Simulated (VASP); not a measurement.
A run of VASP 6.6.1 is set up as follows.

POSCAR

```
Ca2As
1.0
   -2.2830745576      2.2830745576      7.8890741221
    2.2830745576     -2.2830745576      7.8890741221
    2.2830745576      2.2830745576     -7.8890741221
Ca As
4 2
Direct
    0.5000000000      0.0000000000      0.5000000000
    0.0000000000      0.5000000000      0.5000000000
    0.3208950183      0.3208950183      0.0000000000
    0.6791049817      0.6791049817      0.0000000000
    0.1342176031      0.1342176031      0.0000000000
    0.8657823969      0.8657823969      0.0000000000
```

Contents of INCAR.step1:

```
ALGO = Normal
EDIFF = 1E-4
ENCUT = 520
GGA = PE
ISMEAR = 0
LASPH = True
LCHARG = False
LREAL = False
LWAVE = True
NBANDS = 34
NELM = 100
PREC = Accurate
SIGMA = 0.1
```

The input INCAR.step2:

```
ALGO = Normal
EDIFF = 1E-6
ENCUT = 520
ISIF = 2
ISMEAR = 0
ISTART = 1
LASPH = True
LCHARG = False
LMIXTAU = True
LREAL = False
LWAVE = False
METAGGA = R2SCAN
NBANDS = 34
NELM = 100
PREC = Accurate
SIGMA = 0.1
```

KPOINTS

```
k-points
0
Gamma
  6 6 6
```

Potentials or basis: VASP PAW PBE potentials, release 64 (Ca_sv, As).

The run is started by

```sh
$ cat potpaw_PBE.64/Ca_sv/POTCAR potpaw_PBE.64/As/POTCAR > POTCAR
$ cp INCAR.step1 INCAR
$ mpirun -np 1 vasp_std > vasp.out
$ cp INCAR.step2 INCAR
$ mpirun -np 1 vasp_std > vasp.out
```

(1) Predict the largest force.

(2) Predict the pressure.

## Answers

(1) 0.012 eV/Å.

(2) 0.0 GPa.

Caveat: the PAW data sets were made with another functional, which shifts forces and pressure a little.
